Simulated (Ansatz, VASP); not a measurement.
**Two plane-wave programs on Sc2BeTe4**

Contents of INCAR:

```
  PREC = Accurate
  ENCUT = 520
  EDIFF = 1E-7
  ISMEAR = 0
  SIGMA = 0.1
  LREAL = False
  LASPH = True
  NELM = 150
  ALGO = Normal
  ISIF = 2
  LWAVE = False
  LCHARG = True
  ISPIN = 2
  MAGMOM = 1 1 0 0 0 0 0
  LORBIT = 11
  LMAXMIX = 4
  GGA = PE
  LELF = True
  LVHAR = True
  NBANDS = 37
```

Contents of KPOINTS:

```
regular mesh
0
Gamma
  6 6 2
```

The input POSCAR:

```
Sc2BeTe4
1.0
    4.4778605141      0.0000000000      0.0000000000
   -2.2389302571      3.8779409598      0.0000000000
    0.0000000000      0.0000000000     13.3353552944
Sc Be Te
2 1 4
Direct
    0.3333333333      0.6666666667      0.5000000000
    0.3333333333      0.6666666667      0.0000000000
    0.6666666667      0.3333333333      0.5000000000
    0.6666666667      0.3333333333      0.1134691565
    0.6666666667      0.3333333333      0.8865308435
    0.3333333333      0.6666666667      0.3018458677
    0.3333333333      0.6666666667      0.6981541323
```

Input for Ansatz:

```yaml
crystal:
  lattice:
    - [4.4778605141, 0.0, 0.0]
    - [-2.2389302571, 3.8779409598, 0.0]
    - [0.0, 0.0, 13.3353552944]
  atoms:
    - { symbol: Sc, position: [0.3333333333, 0.6666666667, 0.5], spin: 1.0 }
    - { symbol: Sc, position: [0.3333333333, 0.6666666667, 0.0], spin: 1.0 }
    - { symbol: Be, position: [0.6666666667, 0.3333333333, 0.5] }
    - { symbol: Te, position: [0.6666666667, 0.3333333333, 0.1134691565] }
    - { symbol: Te, position: [0.6666666667, 0.3333333333, 0.8865308435] }
    - { symbol: Te, position: [0.3333333333, 0.6666666667, 0.3018458677] }
    - { symbol: Te, position: [0.3333333333, 0.6666666667, 0.6981541323] }
basis:
  ecutwfc: 420
kpoints:
  mp_grid: { grid: [6, 6, 2] }
hamiltonian:
  xc: pbe
scf:
  occupations: { method: gaussian, width: 0.1 }
  lower_state_search: "off"
output:
  forces: true
  stress: true
  eigenvalues: true
  populations: true
magnetization:
  spin_polarized: true
```

Alike in both runs: task single point; functional PBE; k mesh 6 × 6 × 2; occupations gaussian, width 0.1 eV; collinear spin.

|  | VASP | Ansatz |
| --- | --- | --- |
| version | VASP 6.6.1 | Ansatz 0.2.0 |
| potentials or method | VASP PAW PBE potentials, release 64 (Sc_sv, Be, Te), cutoff 520 eV | scalar-relativistic, plane waves, PAW |
| valence electrons in the cell | 48 | 88 |

|  | VASP | Ansatz | Ansatz less VASP |
| --- | --- | --- | --- |
| gap on the k mesh at the Fermi level (eV) | none | none | - |
| pressure (GPa) | -0.1 | -0.1 | -0.02 |
| traceless stress, the component that is largest in VASP (GPa) | 0.09 | 0.07 | -0.019 |
| rms of the force components (eV/Å) | 0.006 | 0.001 | -0.0052 |
| net moment per atom (μB) | 0.00 | 0.00 | 0.000 |

Atom by atom the forces differ by 0.007 eV/Å (rms over components). A gap of «none» marks a metal or a gap that the smearing closes. VASP's potentials hold 48 valence electrons a cell and Ansatz's 88, so a difference there can come from the potentials and not from the codes. Ansatz's warnings: seeded moment not kept.

Spin-orbit coupling is off throughout.
